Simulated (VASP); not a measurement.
Write the native input for VASP 6.6.1 that does the following.

| Property | Result |
| --- | --- |
| Task | single point |
| Functional | PBEsol |
| Potentials or basis | VASP PAW PBE potentials, release 64 (Pd, Cu) |
| Cutoff | 520 eV |
| k mesh | 10 × 10 × 10 |
| Occupations | fermi-dirac, width 0.05 eV |
| Spin | no spin polarisation |
| Dipole correction | no |
| Further INCAR settings | ALGO = Fast; EDIFF = 1e-06; NBANDS = 28 |

The structure of CuPd3 lies in POSCAR:

```
CuPd3
1.0
   -1.8925313481      1.8925313481      3.8859226196
    1.8925313481     -1.8925313481      3.8859226196
    1.8925313481      1.8925313481     -3.8859226196
Pd Cu
3 1
Direct
    0.5000000000      0.5000000000      0.0000000000
    0.2500000000      0.7500000000      0.5000000000
    0.7500000000      0.2500000000      0.5000000000
    0.0000000000      0.0000000000      0.0000000000
```

This cell differs from its parent crystal: volume scaled by 0.98.

The input as run:

INCAR

```
SYSTEM = CuPd3
  PREC = Accurate
  ENCUT = 520
  EDIFF = 1E-6
  ISMEAR = -1
  SIGMA = 0.05
  LREAL = .False.
  LASPH = .True.
  NELM = 80
  ALGO = Fast
  ISIF = 2
  LWAVE = .False.
  LCHARG = .False.
  GGA = PS
  NBANDS = 28
```

KPOINTS

```
regular mesh
0
Gamma
  10 10 10
  0 0 0
```

Potentials or basis: VASP PAW PBE potentials, release 64 (Pd, Cu).

Command:

```bash
$ cat potpaw_PBE.64/Pd/POTCAR potpaw_PBE.64/Cu/POTCAR > POTCAR
$ mpirun -np 1 vasp_std > vasp.out
```

Results of the run:

* Pressure: -1.1 GPa

Caveat: the PAW data sets were made with another functional, which shifts forces and pressure a little.

Wall time 4.2 min on 1 thread of Intel(R) Xeon(R) Platinum 8259CL CPU @ 2.50GHz (Skylake/Cascade Lake) (shared host), peak memory 0.3 GiB.
